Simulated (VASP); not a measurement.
**CaO: single point with PBE**

The system is CaO.

```xyz
2
Lattice="0.0000 2.4036 2.4036 2.4036 0.0000 2.4036 2.4036 2.4036 0.0000" Properties=species:S:1:pos:R:3 pbc="T T T"
Ca    0.0000    0.0000    0.0000
O     2.4036    2.4036    2.4036
```

```yaml
Program: VASP 6.6.1
Task: single point
Functional: PBE
Potentials_or_basis: VASP PAW PBE potentials, release 64 (Ca_sv, O)
Cutoff: 520 eV
k_mesh: 10 × 10 × 10
Occupations: gaussian, width 0.013 eV
Spin: no spin polarisation
Dipole_correction: no
Further_INCAR_settings: ALGO = Normal; EDIFF = 1e-06; NBANDS = 15
```

```
Pressure               : 2.2 GPa
Band gap on the k mesh : 3.64 eV (least direct gap 4.01 eV)
```

Levels at points of the mesh, in eV from the valence-band top:
```tsv
k point	band 4	band 5	band 6	band 7	band 8	band 9	band 10	band 11	band 12	band 13
(0.00, 0.00, 0.00)	-18.40	-15.53	0.00	0.00	0.00	4.71	6.22	6.22	6.22	7.73
(0.50, 0.00, 0.00)	-18.46	-14.34	-2.64	-1.20	-1.20	7.05	8.35	8.35	8.50	10.42
(0.50, 0.50, 0.00)	-18.63	-15.29	-1.30	-0.37	-0.37	3.64	8.04	8.89	9.53	9.53
```

Wall time 37 s on 1 thread of Intel Xeon 8259CL, with other jobs on the host, peak memory 0.17 GiB.

A k mesh can miss the band edges.
